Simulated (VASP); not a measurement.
# C (Fd-3m) in VASP: single point with r2SCAN

Aim: the single point of C with r2SCAN.

All numbers are computed with VASP 6.6.1; they aren't measurements. Logs are shortened: lines on timing, memory, paths and dates and some standing lists are left out, and cuts for length are marked.

## Step 1: The cell of the first run

Symmetry: Fd-3m, No. 227, cubic system. Conventional cell: a = 3.560 Å, b = 3.560 Å, c = 3.560 Å, α = 90.00°, β = 90.00°, γ = 90.00°. C (site symmetry -43m) has 4 C at 1.54 Å within 2.1 Å.

## Step 2: Single point, r2SCAN

Input file POSCAR:

```
C
1.0
    0.0000000000      3.5602834138     -3.5602834138
    3.5602834138      3.5602834138      0.0000000000
    3.5602834138      0.0000000000     -3.5602834138
C
16
Direct
    0.2500000000      0.7500000000      0.2500000000
    0.2500000000      0.2500000000      0.2500000000
    0.7500000000      0.7500000000      0.2500000000
    0.7500000000      0.2500000000      0.2500000000
    0.2500000000      0.7500000000      0.7500000000
    0.2500000000      0.2500000000      0.7500000000
    0.7500000000      0.7500000000      0.7500000000
    0.7500000000      0.2500000000      0.7500000000
    0.1250000000      0.1250000000      0.1250000000
    0.1250000000      0.6250000000      0.1250000000
    0.6250000000      0.1250000000      0.1250000000
    0.6250000000      0.6250000000      0.1250000000
    0.1250000000      0.1250000000      0.6250000000
    0.1250000000      0.6250000000      0.6250000000
    0.6250000000      0.1250000000      0.6250000000
    0.6250000000      0.6250000000      0.6250000000
```

Input file INCAR.step1:

```
SYSTEM = C
ALGO     = Normal         ! electronic algorithm
EDIFF    = 1E-4           ! SCF threshold, eV
ENCUT    = 520            ! plane-wave cutoff, eV
GGA      = PE             ! functional
ISMEAR   = 0              ! smearing method
LASPH    = .True.         ! aspherical terms in the spheres
LCHARG   = .False.        ! write CHGCAR
LREAL    = Auto         
LWAVE    = .True.         ! write WAVECAR
NBANDS   = 46             ! bands
NELM     = 60             ! most SCF steps
PREC     = Accurate       ! precision mode
SIGMA    = 0.05           ! smearing width, eV
```

Input file INCAR.step2:

```
SYSTEM = C
ALGO     = Normal         ! electronic algorithm
EDIFF    = 1E-6           ! SCF threshold, eV
ENCUT    = 520            ! plane-wave cutoff, eV
ISIF     = 2              ! what is computed and relaxed
ISMEAR   = 0              ! smearing method
ISTART   = 1            
LASPH    = .True.         ! aspherical terms in the spheres
LCHARG   = .False.        ! write CHGCAR
LMIXTAU  = .True.       
LREAL    = Auto         
LWAVE    = .False.        ! write WAVECAR
METAGGA  = R2SCAN         ! meta-GGA
NBANDS   = 46             ! bands
NELM     = 60             ! most SCF steps
PREC     = Accurate       ! precision mode
SIGMA    = 0.05           ! smearing width, eV
```

Input file KPOINTS:

```
k-points
0
Gamma
  6 6 6
  0 0 0
```

Potentials or basis: VASP PAW PBE potentials, release 64 (C).

Run with:

```
cat potpaw_PBE.64/C/POTCAR > POTCAR
cp INCAR.step1 INCAR
mpirun -np 1 vasp_std > vasp.out
cp INCAR.step2 INCAR
mpirun -np 1 vasp_std > vasp.out
```

OUTCAR:

```text
SYSTEM = C
   EDIFF = 1E-6
   ENCUT = 520
   ISIF = 2
   ISMEAR = 0
   ISTART = 1
   LASPH = .True.
   LREAL = Auto
   METAGGA = R2SCAN
   NELM = 60
   PREC = Accurate

 ion  position               nearest neighbor table
   1  0.250  0.750  0.250-   9 1.54  12 1.54  14 1.54  10 1.54
   2  0.250  0.250  0.250-  10 1.54  11 1.54  13 1.54   9 1.54
   3  0.750  0.750  0.250-  10 1.54  11 1.54  16 1.54  12 1.54
   4  0.750  0.250  0.250-   9 1.54  12 1.54  15 1.54  11 1.54
   5  0.250  0.750  0.750-  10 1.54  13 1.54  16 1.54  14 1.54
   6  0.250  0.250  0.750-   9 1.54  14 1.54  15 1.54  13 1.54
[... 8 lines left out ...]
  15  0.625  0.125  0.625-   4 1.54   6 1.54   7 1.54   8 1.54
  16  0.625  0.625  0.625-   3 1.54   5 1.54   8 1.54   7 1.54

  LATTYP: Found a face centered cubic cell.
 ALAT       =     7.1205668276

  Lattice vectors:

 A1 = (   0.0000000000,   3.5602834138,  -3.5602834138)
 A2 = (   3.5602834138,   3.5602834138,   0.0000000000)
 A3 = (   3.5602834138,   0.0000000000,  -3.5602834138)

Analysis of symmetry for initial positions (statically):
=====================================================================
 Subroutine PRICEL returns following result:

  LATTYP: Found a face centered cubic cell.
 ALAT       =     3.5602834138

  Lattice vectors:

 A1 = (   0.0000000000,   1.7801417069,  -1.7801417069)
 A2 = (   1.7801417069,   1.7801417069,   0.0000000000)
 A3 = (   1.7801417069,   0.0000000000,  -1.7801417069)

   8 primitive cells build up your supercell.

 Routine SETGRP: Setting up the symmetry group for a
 face centered cubic supercell.

 Subroutine GETGRP returns: Found 48 space group operations
 (whereof 24 operations were pure point group operations)
 out of a pool of 48 trial point group operations.

The static configuration has the point symmetry T_d .
 The point group associated with its full space group is O_h .

Analysis of symmetry for dynamics (positions and initial velocities):
=====================================================================
 Subroutine PRICEL returns following result:

  LATTYP: Found a face centered cubic cell.
 ALAT       =     3.5602834138

  Lattice vectors:

 A1 = (   0.0000000000,   1.7801417069,  -1.7801417069)
 A2 = (   1.7801417069,   1.7801417069,   0.0000000000)
 A3 = (   1.7801417069,   0.0000000000,  -1.7801417069)

   8 primitive cells build up your supercell.

 Routine SETGRP: Setting up the symmetry group for a
 face centered cubic supercell.

 Subroutine GETGRP returns: Found 48 space group operations
 (whereof 24 operations were pure point group operations)
 out of a pool of 48 trial point group operations.

The dynamic configuration has the point symmetry T_d .
 The point group associated with its full space group is O_h .

 Subroutine INISYM returns: Found 48 space group operations
 (whereof 24 operations are pure point group operations),
 and found     8 'primitive' translations

----------------------------------------------------------------------------------------

                                     Primitive cell

  volume of cell :      11.2822

  direct lattice vectors                    reciprocal lattice vectors
     0.000000000  1.780141707 -1.780141707    -0.280876516  0.280876516 -0.280876516
     1.780141707  1.780141707  0.000000000     0.280876516  0.280876516  0.280876516
     1.780141707  0.000000000 -1.780141707     0.280876516 -0.280876516 -0.280876516

  length of vectors
     2.517500545  2.517500545  2.517500545     0.486492396  0.486492396  0.486492396

  position of ions in fractional coordinates (direct lattice)
     0.500000000  0.500000000  0.500000000
     0.250000000  0.250000000  0.250000000

  ion indices of the primitive-cell ions
   primitive index   ion index
                 1           1
                 2          10

----------------------------------------------------------------------------------------

 KPOINTS: k-points

Automatic generation of k-mesh.
 Grid dimensions read from file:
 generate k-points for:    6    6    6

 Generating k-lattice:

  Cartesian coordinates                     Fractional coordinates (reciprocal lattice)
    -0.023406376  0.023406376 -0.023406376     0.166666667  0.000000000  0.000000000
     0.023406376  0.023406376  0.023406376     0.000000000  0.166666667  0.000000000
     0.023406376 -0.023406376 -0.023406376     0.000000000  0.000000000  0.166666667

  Length of vectors
     0.040541033  0.040541033  0.040541033

  Shift w.r.t. Gamma in fractional coordinates (k-lattice)
     0.000000000  0.000000000  0.000000000

 Subroutine IBZKPT returns following result:
 ===========================================

 Found     16 irreducible k-points:

 Following reciprocal coordinates:
            Coordinates               Weight
  0.000000  0.000000  0.000000      1.000000
  0.166667  0.000000  0.000000      8.000000
  0.333333  0.000000  0.000000      8.000000
  0.500000  0.000000  0.000000      4.000000
  0.166667  0.166667  0.000000      6.000000
  0.333333  0.166667  0.000000     24.000000
[... 8 lines left out ...]
 -0.333333  0.333333  0.166667     24.000000
 -0.333333  0.500000  0.166667     12.000000
   k-points           NKPTS =     16   k-points in BZ     NKDIM =     16   number of bands    NBANDS=     46
   number of dos      NEDOS =    301   number of ions     NIONS =     16
   total plane-waves  NPLWV =  64000
   dimension x,y,z NGX =    40 NGY =   40 NGZ =   40
   dimension x,y,z NGXF=    80 NGYF=   80 NGZF=   80
   ions per type =              16
   NGX,Y,Z   is equivalent  to a cutoff of  13.21, 13.21, 13.21 a.u.
   NGXF,Y,Z  is equivalent  to a cutoff of  26.41, 26.41, 26.41 a.u.
 SYSTEM =  C
   PREC   = accura    normal or accurate (medium, high low for compatibility)
   ISTART =      1    job   : 0-new  1-cont  2-samecut
   ICHARG =      0    charge: 1-file 2-atom 10-const
   ISPIN  =      1    spin polarized calculation?
   LNONCOLLINEAR =      F non collinear calculations
   LSORBIT =      F    spin-orbit coupling
   LASPH  =      T    aspherical Exc in radial PAW
   ENCUT  =  520.0 eV  38.22 Ry    6.18 a.u.   9.36  9.36  9.36*2*pi/ulx,y,z
   NELM   =     60;   NELMIN=  2; NELMDL=  0     # of ELM steps
   EDIFF  = 0.1E-05   stopping-criterion for ELM
   LREAL  =      T    real-space projection
   EDIFFG = 0.1E-04   stopping-criterion for IOM
   NSW    =      0    number of steps for IOM
[... 5 lines left out ...]
   TEBEG  =    0.0;   TEEND  =   0.0 temperature during run
   PSTRESS=    0.0 pullay stress
   NELECT =      64.0000    total number of electrons
   NUPDOWN=      -1.0000    fix difference up-down
   EMIN   =  10.00;   EMAX   =-10.00  energy-range for DOS
   EFERMI =   0.00;   METHOD = LEGACY
   ISMEAR =     0;   SIGMA  =   0.05  broadening in eV -4-tet -1-fermi 0-gaus
   EFERMI_NEDOS =   21; number of points for ismear=-14 and -15
   IALGO  =     38    algorithm
   IMIX   =      4    mixing-type and parameters
     AMIX     =   0.40;   BMIX     =  1.00
     AMIX_MAG =   1.60;   BMIX_MAG =  1.00
  volume/ion in A,a.u.               =       5.64        38.07
  Fermi-wavevector in a.u.,A,eV,Ry     =   1.459846  2.758708 28.996044  2.131149
  Thomas-Fermi vector in A             =   2.576365
   LORBIT       =      0    0 simple, 1 ext, 2 COOP (PROOUT), +10 PAW based schemes
   METAGGA = R2SCAN    functional components
   LHFCALC =     F    Hartree Fock is set to
   AEXX    =    0.0000 exact exchange contribution
   IVDW    =     0    specifies the selected vdW correction
   LEPSILON=     F    determine dielectric tensor
   LRPA    =     F    only Hartree local field effects (RPA)
 non-spin polarized calculation
 Gauss-broadening in eV      SIGMA  =   0.05
  energy-cutoff  :      520.00
  volume of cell :       90.26
 maximum number of plane-waves:      2452
 NGX is ok and might be reduce to    40
   NGX = 19   NGY = 19   NGZ = 19

 number of electron      63.9999993 magnetization

 Free energy of the ion-electron system (eV)
  ---------------------------------------------------
  ext. energy  EPLUGINS =         0.00000000
  ---------------------------------------------------
  free energy    TOTEN  =      -157.26760185 eV

  energy without entropy =     -157.26760185  energy(sigma->0) =     -157.26760185

 E-fermi :  10.0808     XC(G=0): -14.2878

 val. band max:        9.7919375566   @ k =   0.0000   0.0000   0.0000
 cond. band min:      14.1469497301   @ k =   0.3333   0.3333   0.0000
 fundamental gap:      4.3550121735
 Fermi energy:        10.0808188810

 k-point     1 :       0.0000    0.0000    0.0000
  band No.  band energies     occupation
      1     -12.9791      2.00000
      2      -7.0004      2.00000
      3      -7.0004      2.00000
      4      -7.0004      2.00000
      5      -7.0004      2.00000
      6      -4.3132      2.00000
[... 36 lines left out ...]
     43      18.6911      0.00000
     44      18.6911      0.00000

 k-point     2 :       0.1667    0.0000    0.0000
  band No.  band energies     occupation
      1     -12.7773      2.00000
      2      -8.1850      2.00000
      3      -7.0299      2.00000
      4      -7.0299      2.00000
      5      -7.0299      2.00000
      6      -5.1027      2.00000
[... 36 lines left out ...]
     43      18.2726      0.00000
     44      18.2726      0.00000

 k-point     3 :       0.3333    0.0000    0.0000
  band No.  band energies     occupation
      1     -12.1749      2.00000
      2      -9.8215      2.00000
      3      -6.9811      2.00000
      4      -6.9811      2.00000
      5      -6.9811      2.00000
      6      -6.0602      2.00000
[... 36 lines left out ...]
     43      18.5085      0.00000
     44      18.6052      0.00000

 k-point     4 :       0.5000    0.0000    0.0000
  band No.  band energies     occupation
      1     -11.1814      2.00000
      2     -11.1814      2.00000
      3      -6.6818      2.00000
      4      -6.6818      2.00000
      5      -6.6818      2.00000
      6      -6.6818      2.00000
[... 506 lines left out ...]
     43      19.2847      0.00000
     44      19.3997      0.00000

 k-point    15 :      -0.3333    0.3333    0.1667
  band No.  band energies     occupation
      1     -10.6544      2.00000
      2     -10.6544      2.00000
      3      -9.1005      2.00000
      4      -9.1005      2.00000
      5      -6.2263      2.00000
      6      -6.2263      2.00000
[... 36 lines left out ...]
     43      20.2938      0.00000
     44      20.2938      0.00000

 k-point    16 :      -0.3333    0.5000    0.1667
  band No.  band energies     occupation
      1     -10.3236      2.00000
      2     -10.3236      2.00000
      3      -9.5540      2.00000
      4      -9.5540      2.00000
      5      -6.6396      2.00000
      6      -6.6396      2.00000
[... 36 lines left out ...]
     43      21.0547      0.00000
     44      21.0774      0.00000
 [bands above 44 left out]

------------------------ aborting loop because EDIFF is reached ----------------------------------------

  FORCE on cell =-STRESS in cart. coord.  units (eV):
  Direction    XX          YY          ZZ          XY          YZ          ZX
  --------------------------------------------------------------------------------------
  -------------------------------------------------------------------------------------
  Total        0.7361141      0.7361141      0.7361141      0.0000000     -0.0000000      0.0000000
  in kB       13.0668835     13.0668835     13.0668835      0.0000000     -0.0000000      0.0000000
  external PRESSURE =      13.0668835 kB  Pullay stress =       0.0000000 kB

 VOLUME and BASIS-vectors are now :
 -----------------------------------------------------------------------------
  energy-cutoff  :      520.00
  volume of cell :       90.26
      direct lattice vectors                 reciprocal lattice vectors
     0.000000000  3.560283414 -3.560283414    -0.140438258  0.140438258 -0.140438258
     3.560283414  3.560283414  0.000000000     0.140438258  0.140438258  0.140438258
     3.560283414  0.000000000 -3.560283414     0.140438258 -0.140438258 -0.140438258

 POSITION                                       TOTAL-FORCE (eV/Angst)
 -----------------------------------------------------------------------------------
      3.56028      3.56028     -1.78014        -0.000000     -0.000000      0.000000
      1.78014      1.78014     -1.78014        -0.000000     -0.000000     -0.000000
      3.56028      5.34043     -3.56028        -0.000000     -0.000000      0.000000
      1.78014      3.56028     -3.56028        -0.000000     -0.000000     -0.000000
      5.34043      3.56028     -3.56028         0.000000     -0.000000     -0.000000
      3.56028      1.78014     -3.56028         0.000000     -0.000000      0.000000
[... 8 lines left out ...]
      2.67021      2.67021     -4.45035         0.000000      0.000000     -0.000000
      4.45035      4.45035     -4.45035         0.000000      0.000000      0.000000
 -----------------------------------------------------------------------------------
    total drift:                                0.000000     -0.000000      0.000000

  FREE ENERGIE OF THE ION-ELECTRON SYSTEM (eV)
  ---------------------------------------------------
  free  energy   TOTEN  =      -157.2676018534 eV

  energy  without entropy=     -157.2676018534  energy(sigma->0) =     -157.26760185
```

It took 5.3 min on 1 thread of Intel Xeon Platinum 8259CL at 2.50GHz (Skylake/Cascade Lake), shared host; peak memory 0.26 GiB.

What came out:

| Quantity | Value |
| --- | --- |
| Free energy | -157.2676 eV |
| Pressure | 1.3 GPa |
| Band gap on the k mesh | 4.36 eV |

Caveat: the PAW data sets were made with another functional, which shifts forces and pressure a little.
